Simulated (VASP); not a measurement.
Write the native input for VASP 6.6.1 that does the following.

```
Task                   : single point
Functional             : LDA
Potentials or basis    : VASP PAW LDA potentials, release 64 (Pt, S)
Cutoff                 : 520 eV
k mesh                 : 6 × 6 × 6
Occupations            : fermi-dirac, width 0.02 eV
Spin                   : no spin polarisation
Dipole correction      : no
Further INCAR settings : ALGO = Normal; EDIFF = 1e-06; NBANDS = 31
```

The structure of PtS2 lies in POSCAR:

```
PtS2
1.0
    5.4233923774      0.0000000000      0.0000000000
    0.0000000000      5.4233923774      0.0000000000
    0.0000000000      0.0000000000      3.7881554414
Pt S
2 4
Direct
    0.0000000000      0.0000000000      0.0000000000
    0.5000000000      0.5000000000      0.5000000000
    0.3093123642      0.3093123642      0.0000000000
    0.1906876358      0.8093123642      0.5000000000
    0.8093123642      0.1906876358      0.5000000000
    0.6906876358      0.6906876358      0.0000000000
```

One way to write it, as run:

INCAR

```
  ALGO = Normal
  EDIFF = 1E-6
  ENCUT = 520
  ISIF = 2
  ISMEAR = -1
  LASPH = True
  LCHARG = False
  LREAL = False
  LWAVE = False
  NBANDS = 31
  NELM = 100
  PREC = Accurate
  SIGMA = 0.02
```

KPOINTS

```
k-points
0
Gamma
  6 6 6
```

Potentials or basis: VASP PAW LDA potentials, release 64 (Pt, S).

Launch:

```sh
$ cat potpaw_LDA.64/Pt/POTCAR potpaw_LDA.64/S/POTCAR > POTCAR
$ mpirun -np 1 vasp_std > vasp.out
```

Results of the run:

```
Pressure               : -5.1 GPa
Largest force          : 0.023 eV/Å
Band gap on the k mesh : zero (band 22 reaches 6.40 eV, above the bottom of band 23 at 5.97 eV)
```

Caveat: spin-orbit coupling is left out, which moves the levels of the heavy elements.

Wall time 66 s on 1 thread of Intel(R) Xeon(R) Platinum 8375C CPU @ 2.90GHz (Ice Lake), with other jobs on the host, peak memory 0.24 GiB.
